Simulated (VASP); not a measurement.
Here is a VASP 6.6.1 calculation.

INCAR

```
SYSTEM = Ta
PREC = Accurate
ENCUT = 520
EDIFF = 1E-6
ISMEAR = -1
SIGMA = 0.1
LREAL = .False.
LASPH = .True.
NELM = 100
ALGO = Normal
ISIF = 2
LWAVE = .False.
LCHARG = .False.
NBANDS = 12
```

The input KPOINTS:

```
regular mesh
0
Gamma
  21 21 21
  0 0 0
```

POSCAR

```
Ta
1.0
    0.0000000000      2.0707127538      2.0707127538
    2.0707127538      0.0000000000      2.0707127538
    2.0707127538      2.0707127538      0.0000000000
Ta
1
Direct
    0.0000000000      0.0000000000      0.0000000000
```

Potentials or basis: VASP PAW LDA potentials, release 64 (Ta_pv).

Command:

```bash
$ cat potpaw_LDA.64/Ta_pv/POTCAR > POTCAR
$ mpirun -np 1 vasp_std > vasp.out
```

Task: Estimate the pressure.

Result: 0.8 GPa.
